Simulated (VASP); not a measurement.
Here is a VASP 6.6.1 calculation.

INCAR

```
PREC     = Accurate       # precision mode
ENCUT    = 600            # plane-wave cutoff, eV
EDIFF    = 1E-6           # SCF threshold, eV
ISMEAR   = -1             # smearing method
SIGMA    = 0.05           # smearing width, eV
LREAL    = F              # projectors in reciprocal space
LASPH    = T              # aspherical terms in the spheres
NELM     = 60             # most SCF steps
ALGO     = Normal         # electronic algorithm
ISIF     = 3              # what is computed and relaxed
LWAVE    = F              # write WAVECAR
LCHARG   = F              # write CHGCAR
GGA      = RE             # functional
IVDW     = 13             # dispersion correction
IBRION   = 2              # ionic algorithm
NSW      = 80             # ionic steps
EDIFFG   = -0.005         # ionic threshold
```

KPOINTS

```
Automatic mesh
0
Gamma
  8 8 8
```

The input POSCAR:

```
Si
1.0
    0.0000000000      2.7218511865      2.7218511865
    2.7218511865      0.0000000000      2.7218511865
    2.7218511865      2.7218511865      0.0000000000
Si
2
Direct
    0.5000000000      0.5000000000      0.5000000000
    0.7500000000      0.7500000000      0.7500000000
```

Potentials or basis: VASP PAW PBE potentials, release 64 (Si).

The run is started by

```console
$ cat potpaw_PBE.64/Si/POTCAR > POTCAR
$ mpirun -np 1 vasp_std > vasp.out
```

**Question.** What does it give for the band gap on the k mesh?

**Answer.** 0.61 eV, indirect (least direct gap 2.58 eV).

**Question.** What does it give for the dispersion energy per atom?

**Answer.** -0.602 eV.

**Question.** Predict the space group after relaxing (to 0.05 Å).

**Answer.** Fd-3m (No. 227).

**Question.** Estimate the relaxed cell.

**Answer.** a = 3.812 Å, b = 3.812 Å, c = 3.812 Å, α = 60.00°, β = 60.00°, γ = 60.00°.

Step by step:
```csv
step,energy change (eV),largest force (eV/Å),pressure (GPa),volume (Å³)
1,0.0000,0.0000,-2.65,40.33
2,-0.0053,0.0000,1.99,38.41
3,-0.0099,0.0000,0.01,39.17
```

Caveat: the PAW data sets were made with another functional, which shifts forces and pressure a little. A hybrid or GW would open this gap; revPBE tends to underestimate it.
